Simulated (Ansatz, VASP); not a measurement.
# CdF2: VASP beside Ansatz

```
Cd F
1.0
     0.00000    2.69400    2.69400
     2.69400    0.00000    2.69400
     2.69400    2.69400    0.00000
Cd F
1 2
Direct
  0.00000 0.00000 0.00000
  0.25000 0.25000 0.25000
  0.75000 0.75000 0.75000
```

Change from the starting cell: volume scaled by 1, PAW files.

Alike in both runs: task electric field gradients; functional LDA; k mesh 9 × 9 × 9; occupations fermi-dirac, width 0.03 eV; no spin polarisation.

|  | VASP | Ansatz |
| --- | --- | --- |
| version | VASP 6.6.1 | Ansatz 0.2.0 |
| potentials or method | VASP PAW LDA potentials, release 64 (Cd_sv_GW, F) | PAW with Ansatz's default frozen-core files, scalar-relativistic |
| plane-wave cutoff (eV) | 520 | 420 |
| valence electrons in the cell | 34 | 34 |

|  | VASP | Ansatz | Ansatz less VASP |
| --- | --- | --- | --- |
| gap on the k mesh at the Fermi level (eV) | 2.84 | 2.84 | 0.000 |

LDA's correlation is that of Perdew and Zunger in VASP and of Perdew and Wang (1992) in Ansatz.
